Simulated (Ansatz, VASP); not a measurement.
## Sn2As: VASP beside Ansatz

```
Sn As
1.0
     4.41912   -3.12115    0.00000
     4.41912    3.12115    0.00000
     0.00000    0.00000    5.78416
Sn As
4 2
Direct
  0.08258 0.28291 0.75000
  0.71709 0.91742 0.75000
  0.91742 0.71709 0.25000
  0.28291 0.08258 0.25000
  0.50851 0.49149 0.75000
  0.49149 0.50851 0.25000
```

Alike in both runs: functional PBE; k mesh 4 × 4 × 4; occupations gaussian, width 0.1 eV; no spin polarisation.

Ansatz relaxed the structure, and its values are those at the end. VASP's run is a single point on that final structure, the one shown.

```csv
,VASP,Ansatz
version,VASP 6.6.1,Ansatz 0.2.0
potentials or method,"VASP PAW PBE potentials, release 64 (Sn_d, As), cutoff 520 eV","scalar-relativistic, plane waves, PAW"
valence electrons in the cell,66,86
```

|  | VASP | Ansatz | Ansatz less VASP |
| --- | --- | --- | --- |
| gap on the k mesh at the Fermi level (eV) | none | none | - |
| pressure (GPa) | 0.1 | 0.1 | +0.01 |
| rms of the force components (eV/Å) | 0.009 | 0.008 | -0.0009 |

A gap of «none» marks a metal or a gap that the smearing closes. The functional is the same, so the differences come from potentials, cutoffs and numerics. VASP's potentials hold 66 valence electrons a cell and Ansatz's 86, so a difference there can come from the potentials and not from the codes.
